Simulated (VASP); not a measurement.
# Ru (P6_3/mmc) in VASP: a series of runs

Ru is run at these levels: r2SCAN; tasks: relaxation of cell and atoms, single point.

Program: VASP 6.6.1. These are calculated values, not measurements. Logs are shortened: lines on timing, memory, paths and dates and some standing lists are left out, and cuts for length are marked.

### Step 1. The cell of the first run

Symmetry: P6_3/mmc, No. 194, hexagonal system. Conventional cell: a = 2.581 Å, b = 2.581 Å, c = 4.088 Å, α = 90.00°, β = 90.00°, γ = 120.00°. Within 3.3 Å of Ru (site symmetry -6m2) lie 12 Ru at 2.53 to 2.58 Å.

### Step 2. Relaxation of cell and atoms, r2SCAN, target pressure 60 GPa, at which the enthalpy is minimised

File POSCAR:

```
Ru
1.0
    2.5813207766      0.0000000000      0.0000000000
   -1.2906603883      2.2354893679      0.0000000000
    0.0000000000      0.0000000000      4.0881060406
Ru
2
Direct
    0.3333333333      0.6666666667      0.2500000000
    0.6666666667      0.3333333333      0.7500000000
```

File INCAR.step1:

```
SYSTEM = Ru
PREC = Accurate ; ENCUT = 600
ISMEAR = 0 ; SIGMA = 0.1
LREAL = .FALSE. ; LASPH = .TRUE.
NELM = 100 ; GGA = PE
ALGO = Normal ; EDIFF = 1E-4
LWAVE = .TRUE. ; LCHARG = .FALSE.
```

File INCAR.step2:

```
SYSTEM = Ru
PREC = Accurate ; ENCUT = 600
EDIFF = 1E-6 ; ISMEAR = 0
SIGMA = 0.1 ; LREAL = .FALSE.
LASPH = .TRUE. ; NELM = 100
ALGO = Normal ; ISIF = 3
LWAVE = .FALSE. ; LCHARG = .FALSE.
METAGGA = R2SCAN ; LMIXTAU = .TRUE.
IBRION = 2 ; NSW = 70
EDIFFG = -0.008 ; PSTRESS = 600.0
ISTART = 1
```

File KPOINTS:

```
Automatic mesh
0
G
  18 18 10
  0 0 0
```

Potentials or basis: VASP PAW PBE potentials, release 64 (Ru_pv).

Started as:

```bash
cat potpaw_PBE.64/Ru_pv/POTCAR > POTCAR
cp INCAR.step1 INCAR
mpirun -np 1 vasp_std > vasp.out
cp INCAR.step2 INCAR
mpirun -np 1 vasp_std > vasp.out
```

OUTCAR:

```text
SYSTEM = Ru
   PREC = Accurate
   ENCUT = 600
   EDIFF = 1E-6
   ISMEAR = 0
   LREAL = .FALSE.
   LASPH = .TRUE.
   NELM = 100
   ISIF = 3
   METAGGA = R2SCAN
   IBRION = 2
   NSW = 70
   EDIFFG = -0.008
   PSTRESS = 600.0
   ISTART = 1

 ion  position               nearest neighbor table
   1  0.333  0.667  0.250-   2 2.53   2 2.53   2 2.53   2 2.53   2 2.53   2 2.53
   2  0.667  0.333  0.750-   1 2.53   1 2.53   1 2.53   1 2.53   1 2.53   1 2.53

  LATTYP: Found a hexagonal cell.
 ALAT       =     2.5813207766
 C/A-ratio  =     1.5837264697

  Lattice vectors:

 A1 = (   2.5813207766,   0.0000000000,   0.0000000000)
 A2 = (  -1.2906603883,   2.2354893679,   0.0000000000)
 A3 = (   0.0000000000,   0.0000000000,   4.0881060406)

Analysis of symmetry for initial positions (statically):
=====================================================================
 Subroutine PRICEL returns:
 Original cell was already a primitive cell.

 Routine SETGRP: Setting up the symmetry group for a
 hexagonal supercell.

 Subroutine GETGRP returns: Found 24 space group operations
 (whereof 12 operations were pure point group operations)
 out of a pool of 24 trial point group operations.

The static configuration has the point symmetry D_3d.
 The point group associated with its full space group is D_6h.

Analysis of symmetry for dynamics (positions and initial velocities):
=====================================================================
 Subroutine PRICEL returns:
 Original cell was already a primitive cell.

 Routine SETGRP: Setting up the symmetry group for a
 hexagonal supercell.

 Subroutine GETGRP returns: Found 24 space group operations
 (whereof 12 operations were pure point group operations)
 out of a pool of 24 trial point group operations.

The dynamic configuration has the point symmetry D_3d.
 The point group associated with its full space group is D_6h.

 Subroutine INISYM returns: Found 24 space group operations
 (whereof 12 operations are pure point group operations),
 and found     1 'primitive' translations

----------------------------------------------------------------------------------------

                                     Primitive cell

  volume of cell :      23.5905

  direct lattice vectors                    reciprocal lattice vectors
     2.581320777  0.000000000  0.000000000     0.387398579  0.223664674  0.000000000
    -1.290660388  2.235489368  0.000000000     0.000000000  0.447329347  0.000000000
     0.000000000  0.000000000  4.088106041     0.000000000  0.000000000  0.244612050

  length of vectors
     2.581320777  2.581320777  4.088106041     0.447329347  0.447329347  0.244612050

  position of ions in fractional coordinates (direct lattice)
     0.333333333  0.666666667  0.250000000
     0.666666667  0.333333333  0.750000000

  ion indices of the primitive-cell ions
   primitive index   ion index
                 1           1
                 2           2

----------------------------------------------------------------------------------------

 KPOINTS: Automatic mesh

Automatic generation of k-mesh.
 Grid dimensions read from file:
 generate k-points for:   18   18   10

 Generating k-lattice:

  Cartesian coordinates                     Fractional coordinates (reciprocal lattice)
     0.021522143  0.012425815  0.000000000     0.055555556  0.000000000  0.000000000
     0.000000000  0.024851630  0.000000000     0.000000000  0.055555556  0.000000000
     0.000000000  0.000000000  0.024461205     0.000000000  0.000000000  0.100000000

  Length of vectors
     0.024851630  0.024851630  0.024461205

  Shift w.r.t. Gamma in fractional coordinates (k-lattice)
     0.000000000  0.000000000  0.000000000

 Subroutine IBZKPT returns following result:
 ===========================================

 Found    222 irreducible k-points:

 Following reciprocal coordinates:
            Coordinates               Weight
  0.000000  0.000000  0.000000      1.000000
  0.055556  0.000000  0.000000      6.000000
  0.111111  0.000000  0.000000      6.000000
  0.166667  0.000000  0.000000      6.000000
  0.222222 -0.000000  0.000000      6.000000
  0.277778  0.000000  0.000000      6.000000
[... 16 lines left out ...]
  0.333333  0.111111  0.000000     12.000000
  0.388889  0.111111  0.000000     12.000000
 [... further k-points ...]
   k-points           NKPTS =    222   k-points in BZ     NKDIM =    222   number of bands    NBANDS=     18
   number of dos      NEDOS =    301   number of ions     NIONS =      2
   total plane-waves  NPLWV =  20736
   dimension x,y,z NGX =    24 NGY =   24 NGZ =   36
   dimension x,y,z NGXF=    48 NGYF=   48 NGZF=   72
   ions per type =               2
   NGX,Y,Z   is equivalent  to a cutoff of  15.46, 15.46, 14.64 a.u.
   NGXF,Y,Z  is equivalent  to a cutoff of  30.91, 30.91, 29.28 a.u.
 SYSTEM =  Ru
   PREC   = accura    normal or accurate (medium, high low for compatibility)
   ISTART =      1    job   : 0-new  1-cont  2-samecut
   ICHARG =      0    charge: 1-file 2-atom 10-const
   ISPIN  =      1    spin polarized calculation?
   LNONCOLLINEAR =      F non collinear calculations
   LSORBIT =      F    spin-orbit coupling
   LASPH  =      T    aspherical Exc in radial PAW
   ENCUT  =  600.0 eV  44.10 Ry    6.64 a.u.   5.16  5.16  8.16*2*pi/ulx,y,z
   NELM   =    100;   NELMIN=  2; NELMDL=  0     # of ELM steps
   EDIFF  = 0.1E-05   stopping-criterion for ELM
   LREAL  =      F    real-space projection
   EDIFFG = -.8E-02   stopping-criterion for IOM
   NSW    =     70    number of steps for IOM
   IBRION =      2    ionic relax: 0-MD 1-quasi-New 2-CG
   NFREE  =      1    steps in history (QN), initial steepest desc. (CG)
   ISIF   =      3    stress and relaxation
   ISYM   =      2    0-nonsym 1-usesym 2-fastsym
   POTIM  = 0.5000    time-step for ionic-motion
   TEBEG  =    0.0;   TEEND  =   0.0 temperature during run
   PSTRESS=  600.0 pullay stress
   NELECT =      28.0000    total number of electrons
   NUPDOWN=      -1.0000    fix difference up-down
   EMIN   =  10.00;   EMAX   =-10.00  energy-range for DOS
   EFERMI =   0.00;   METHOD = LEGACY
   ISMEAR =     0;   SIGMA  =   0.10  broadening in eV -4-tet -1-fermi 0-gaus
   EFERMI_NEDOS =   21; number of points for ismear=-14 and -15
   IALGO  =     38    algorithm
   IMIX   =      4    mixing-type and parameters
     AMIX     =   0.40;   BMIX     =  1.00
     AMIX_MAG =   1.60;   BMIX_MAG =  1.00
  volume/ion in A,a.u.               =      11.80        79.60
  Fermi-wavevector in a.u.,A,eV,Ry     =   1.733333  3.275524 40.877918  3.004442
  Thomas-Fermi vector in A             =   2.807339
   LORBIT       =      0    0 simple, 1 ext, 2 COOP (PROOUT), +10 PAW based schemes
   METAGGA = R2SCAN    functional components
   LHFCALC =     F    Hartree Fock is set to
   AEXX    =    0.0000 exact exchange contribution
   IVDW    =     0    specifies the selected vdW correction
   LEPSILON=     F    determine dielectric tensor
   LRPA    =     F    only Hartree local field effects (RPA)
 conjugate gradient relaxation of ions
 non-spin polarized calculation
 Gauss-broadening in eV      SIGMA  =   0.10
  energy-cutoff  :      600.00
  volume of cell :       23.59
 maximum number of plane-waves:       808
 NGX is ok and might be reduce to    24
   NGX = 11   NGY = 11   NGZ = 17

--------------------------------------- Ionic step        1  -------------------------------------------

 number of electron      28.0000000 magnetization

 Free energy of the ion-electron system (eV)
  ---------------------------------------------------
  ext. energy  EPLUGINS =         0.00000000
  ---------------------------------------------------
  free energy    TOTEN  =       -50.22923052 eV

  energy without entropy =      -50.22204974  energy(sigma->0) =      -50.22564013

------------------------ aborting loop because EDIFF is reached ----------------------------------------

  FORCE on cell =-STRESS in cart. coord.  units (eV):
  Direction    XX          YY          ZZ          XY          YZ          ZX
  --------------------------------------------------------------------------------------
  -------------------------------------------------------------------------------------
  Total        9.5085283      9.5085283      9.7837285      0.0000000      0.0000000      0.0000000
  in kB      645.7837991    645.7837992    664.4743738      0.0000000      0.0000000      0.0000000
  external PRESSURE =      52.0139907 kB  Pullay stress =     600.0000000 kB
[... 93 lines left out ...]
  FREE ENERGIE OF THE ION-ELECTRON SYSTEM (eV)
  ---------------------------------------------------
  free  energy   TOTEN  =       -50.3104965878 eV

  energy  without entropy=      -50.3032631813  energy(sigma->0) =      -50.30687988

  enthalpy is  TOTEN    =       -41.3981796720 eV   P V=        8.9123169158

[... ionic steps 4 to 7 ...]

--------------------------------------- Ionic step        8  -------------------------------------------

 number of electron      28.0000002 magnetization

------------------------ aborting loop because EDIFF is reached ----------------------------------------

  FORCE on cell =-STRESS in cart. coord.  units (eV):
  Direction    XX          YY          ZZ          XY          YZ          ZX
  --------------------------------------------------------------------------------------
  -------------------------------------------------------------------------------------
  Total        8.9235907      8.9235907      8.9246516      0.0000000     -0.0000000      0.0000000
  in kB      601.0709516    601.0709516    601.1424118      0.0000000     -0.0000000      0.0000000
  external PRESSURE =       1.0947717 kB  Pullay stress =     600.0000000 kB
[... 61 lines left out ...]
  enthalpy is  TOTEN    =       -41.3982096329 eV   P V=        8.9153421281

--------------------------------------- Ionic step       10  -------------------------------------------

 number of electron      28.0000002 magnetization

 Free energy of the ion-electron system (eV)
  ---------------------------------------------------
  ext. energy  EPLUGINS =         0.00000000
  ---------------------------------------------------
  free energy    TOTEN  =       -50.30755100 eV

  energy without entropy =      -50.30036217  energy(sigma->0) =      -50.30395658

 E-fermi :  15.2967     XC(G=0): -16.3669

 val. band max:       15.2803551654   @ k =   0.2778   0.0000   0.0000
 cond. band min:      15.2977680382   @ k =   0.1667   0.1111   0.3000
 fundamental gap:      0.0174128728
 Fermi energy:        15.2967257665

 k-point     1 :       0.0000    0.0000    0.0000
  band No.  band energies     occupation
      1     -30.4084      2.00000
      2     -28.8711      2.00000
      3     -28.8711      2.00000
      4     -28.6034      2.00000
      5     -28.6034      2.00000
      6     -28.5402      2.00000
[... 10 lines left out ...]
     17      16.7966      0.00000
     18      16.8638      0.00000
[... 466 lines left out ...]
      2     -29.7520      2.00000
      3     -29.6185      2.00000
      4     -29.3189      2.00000
      5     -29.0088      2.00000
      6     -28.8906      2.00000
[... 10 lines left out ...]
     17      20.0531      0.00000
     18      23.7765      0.00000

 [... further k-points ...]

------------------------ aborting loop because EDIFF is reached ----------------------------------------

  FORCE on cell =-STRESS in cart. coord.  units (eV):
  Direction    XX          YY          ZZ          XY          YZ          ZX
  --------------------------------------------------------------------------------------
  -------------------------------------------------------------------------------------
  Total        8.9100654      8.9100654      8.9066611     -0.0000000      0.0000000      0.0000000
  in kB      600.0503620    600.0503620    599.8210942     -0.0000000      0.0000000      0.0000000
  external PRESSURE =      -0.0260606 kB  Pullay stress =     600.0000000 kB
[... 17 lines left out ...]
  FREE ENERGIE OF THE ION-ELECTRON SYSTEM (eV)
  ---------------------------------------------------
  free  energy   TOTEN  =       -50.3075509963 eV

  energy  without entropy=      -50.3003621698  energy(sigma->0) =      -50.30395658

  enthalpy is  TOTEN    =       -41.3982333826 eV   P V=        8.9093176136

 reached required accuracy - stopping structural energy minimisation
```

Wall time 41 min (1 thread of Intel Xeon 8259CL, shared host); peak memory 0.25 GiB.

Results:

```
Free energy                                                : -50.3076 eV
Relaxed volume                                             : 11.90 Å³/atom
Relaxed cell                                               : a = 2.587 Å, b = 2.587 Å, c = 4.106 Å, α = 90.00°, β = 90.00°, γ = 120.00°
Space group after relaxing (to 0.1 Å)                      : P6_3/mmc (No. 194)
Energy change on relaxing (the run minimises the enthalpy) : -39.2 meV/atom
Ionic steps                                                : 10
Pressure after relaxing                                    : 60.0 GPa
Band gap on the k mesh                                     : zero (bands 14 and 15 overlap by 3.99 eV)
```

Step by step:
```
step  energy change (eV)  largest force (eV/Å)  pressure (GPa)  volume (Å³)
   1              0.0000                0.0000           65.20        23.59
   2             -0.4075                0.0000           34.54        24.92
   3             -0.0813                0.0000           59.81        23.80
   4             -0.0795                0.0000           59.90        23.79
   5             -0.0780                0.0000           60.01        23.79
   6             -0.0751                0.0000           60.19        23.78
   7             -0.0767                0.0000           60.11        23.79
   8             -0.0767                0.0000           60.11        23.79
   9             -0.0843                0.0000           59.61        23.81
  10             -0.0783                0.0000           60.00        23.79
```

Final structure:
```xyz
2
Lattice="2.5867 0.0000 0.0000 -1.2933 2.2401 0.0000 0.0000 0.0000 4.1058" Properties=species:S:1:pos:R:3 pbc="T T T"
Ru    0.0000    1.4934    1.0264
Ru    1.2933    0.7467    3.0793
```

Caveat: the cell is relaxed towards a set pressure, so the run minimises the enthalpy, not the energy; the PAW data sets were made with another functional, which shifts forces and pressure a little.

### Step 3. Single point, r2SCAN

This run uses another cell than the first one, of 13.49 Å³/atom.

File POSCAR:

```
Ru
1.0
    2.7024647917      0.0000000000      0.0000000000
   -1.3512323959      2.3404031625      0.0000000000
    0.0000000000      0.0000000000      4.2658390119
Ru
2
Direct
    0.3333333333      0.6666666667      0.2500000000
    0.6666666667      0.3333333333      0.7500000000
```

File INCAR.step1:

```
PREC = Accurate
ENCUT = 520
ISMEAR = 0
SIGMA = 0.1
LREAL = F
LASPH = T
NELM = 80
NBANDS = 21
GGA = PE
ALGO = Normal
EDIFF = 1E-4
LWAVE = T
LCHARG = F
```

File INCAR.step2:

```
PREC = Accurate
ENCUT = 520
EDIFF = 1E-7
ISMEAR = 0
SIGMA = 0.1
LREAL = F
LASPH = T
NELM = 80
ALGO = Normal
ISIF = 2
LWAVE = F
LCHARG = F
METAGGA = R2SCAN
LMIXTAU = T
NBANDS = 21
ISTART = 1
```

File KPOINTS:

```
regular mesh
0
Gamma
  24 24 12
```

Potentials or basis: VASP PAW PBE potentials, release 64 (Ru_pv).

Started as:

```bash
cat potpaw_PBE.64/Ru_pv/POTCAR > POTCAR
cp INCAR.step1 INCAR
mpirun -np 1 vasp_std > vasp.out
cp INCAR.step2 INCAR
mpirun -np 1 vasp_std > vasp.out
```

OUTCAR:

```text
PREC = Accurate
   ENCUT = 520
   EDIFF = 1E-7
   ISMEAR = 0
   LREAL = F
   LASPH = T
   NELM = 80
   ISIF = 2
   METAGGA = R2SCAN
   ISTART = 1

 ion  position               nearest neighbor table
   1  0.333  0.667  0.250-   2 2.64   2 2.64   2 2.64   2 2.64   2 2.64   2 2.64
   2  0.667  0.333  0.750-   1 2.64   1 2.64   1 2.64   1 2.64   1 2.64   1 2.64

  LATTYP: Found a hexagonal cell.
 ALAT       =     2.7024647917
 C/A-ratio  =     1.5784993851

  Lattice vectors:
[... 764 lines left out ...]

 [... further k-points ...]

------------------------ aborting loop because EDIFF is reached ----------------------------------------

  FORCE on cell =-STRESS in cart. coord.  units (eV):
  Direction    XX          YY          ZZ          XY          YZ          ZX
  --------------------------------------------------------------------------------------
  -------------------------------------------------------------------------------------
  Total        0.3078767      0.3078767      0.1769581     -0.0000000     -0.0000000      0.0000000
  in kB       18.2823572     18.2823572     10.5081383     -0.0000000     -0.0000000      0.0000000
  external PRESSURE =      15.6909509 kB  Pullay stress =       0.0000000 kB

 VOLUME and BASIS-vectors are now :
 -----------------------------------------------------------------------------
  energy-cutoff  :      520.00
  volume of cell :       26.98
      direct lattice vectors                 reciprocal lattice vectors
     2.702464792  0.000000000  0.000000000     0.370032573  0.213638406  0.000000000
    -1.351232396  2.340403162  0.000000000     0.000000000  0.427276811  0.000000000
     0.000000000  0.000000000  4.265839012     0.000000000  0.000000000  0.234420473

 POSITION                                       TOTAL-FORCE (eV/Angst)
 -----------------------------------------------------------------------------------
     -0.00000      1.56027      1.06646        -0.000000      0.000000      0.000000
      1.35123      0.78013      3.19938         0.000000     -0.000000      0.000000
 -----------------------------------------------------------------------------------
    total drift:                                0.000000     -0.000000      0.000000

  FREE ENERGIE OF THE ION-ELECTRON SYSTEM (eV)
  ---------------------------------------------------
  free  energy   TOTEN  =       -50.8586543139 eV

  energy  without entropy=      -50.8497843045  energy(sigma->0) =      -50.85421931
```

Run time: 16 min. Hardware: 1 thread of Intel Xeon 8259CL, shared host; peak memory 0.3 GiB.

What came out:

- Free energy: -50.8587 eV
- Pressure: 1.6 GPa
- Band gap on the k mesh: zero (bands 14 and 15 overlap by 3.33 eV)

Stress tensor (GPa, compression positive):
```
1.83 0.00 0.00
0.00 1.83 0.00
0.00 0.00 1.05
```

Levels at points of the mesh, in eV from the Fermi level:
```csv
k point,band 10,band 11,band 12,band 13,band 14,band 15,band 16,band 17,band 18,band 19
"(0.00, 0.00, 0.00)",-2.75,-2.54,-2.03,-2.03,-1.51,-1.51,1.22,1.22,1.37,8.38
"(0.50, 0.00, 0.00)",-3.22,-2.20,-1.91,-1.60,1.46,1.90,1.99,4.24,6.43,8.38
"(0.00, 0.00, 0.50)",-2.94,-2.94,-2.94,-2.85,-2.85,0.55,0.55,0.55,0.55,8.38
"(0.50, 0.00, 0.50)",-4.80,-1.15,-1.15,0.45,0.45,1.73,1.73,3.54,3.54,8.38
```

Caveat: the PAW data sets were made with another functional, which shifts forces and pressure a little.

(Part 1 of 3 ends here.)
